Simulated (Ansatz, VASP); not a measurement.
**TlBr: VASP beside Ansatz**

```
CELL_PARAMETERS angstrom
3.99491 0.00000 0.00000
0.00000 3.99491 0.00000
0.00000 0.00000 3.99491
ATOMIC_POSITIONS crystal
Tl 0.00000 0.00000 0.00000
Br 0.50000 0.50000 0.50000
```

Alike in both runs: task single point; functional PBE-based screened hybrid; k mesh 4 × 4 × 4; no spin polarisation.

|  | VASP | Ansatz |
| --- | --- | --- |
| version | VASP 6.6.1 | Ansatz 0.2.0 |
| potentials or method | VASP PAW PBE potentials, release 64 (Tl_d, Br) | plane waves |
| plane-wave cutoff (eV) | 400 | 420 |
| occupations | gaussian, width 0.01 eV | fixed |
| valence electrons in the cell | 20 | 20 |

Ansatz gave:

* gap on the k mesh at the Fermi level (eV): 2.38
* pressure (GPa): 0.7

Question: What did VASP give for the same quantities?

Answer: gap on the k mesh at the Fermi level (eV): 2.38; pressure (GPa): 0.6.

VASP's potentials were made for PBE, not for PBE-based screened hybrid. Ansatz's warnings: stress exchange threshold loose, stress scf threshold loose.

Neither program's run includes spin-orbit coupling.
